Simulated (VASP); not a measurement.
Set up this calculation in VASP 6.6.1, as the native input.

| Property | Result |
| --- | --- |
| Task | single point |
| Functional | PBE |
| Potentials or basis | VASP PAW PBE potentials, release 64 (Zn, Ge_d, N) |
| Cutoff | 520 eV |
| k mesh | 8 × 8 × 8 |
| Occupations | gaussian, width 0.1 eV |
| Spin | no spin polarisation |
| Dipole correction | no |
| Further INCAR settings | ALGO = Normal; EDIFF = 1e-06; NBANDS = 36 |

The structure of Zn3GeN lies in POSCAR:

```
Zn3GeN
1.0
    4.1890711160      0.0000000000      0.0000000000
    0.0000000000      4.1890711160      0.0000000000
    0.0000000000      0.0000000000      4.1890711160
Zn Ge N
3 1 1
Direct
    0.0000000000      0.5000000000      0.5000000000
    0.5000000000      0.0000000000      0.5000000000
    0.5000000000      0.5000000000      0.0000000000
    0.0000000000      0.0000000000      0.0000000000
    0.5000000000      0.5000000000      0.5000000000
```

These files were run (other wordings do the same):

INCAR

```
SYSTEM = Zn3GeN
ALGO = Normal
EDIFF = 1E-6
ENCUT = 520
GGA = PE
ISIF = 2
ISMEAR = 0
LASPH = .True.
LCHARG = .True.
LELF = .True.
LREAL = .False.
LVHAR = .True.
LWAVE = .False.
NBANDS = 36
NELM = 80
PREC = Accurate
SIGMA = 0.1
```

KPOINTS

```
k-points
0
Gamma
  8 8 8
  0 0 0
```

Potentials or basis: VASP PAW PBE potentials, release 64 (Zn, Ge_d, N).

Command:

```sh
$ cat potpaw_PBE.64/Zn/POTCAR potpaw_PBE.64/Ge_d/POTCAR potpaw_PBE.64/N/POTCAR > POTCAR
$ mpirun -np 1 vasp_std > vasp.out
```

Results of the run:

The pressure is 0.5 GPa and the band gap on the k mesh is zero (an odd number of electrons rules out a gap without spin polarisation).

Wall time 91 s on 1 thread of Intel Xeon 8259CL, with other jobs on the host, peak memory 0.23 GiB.
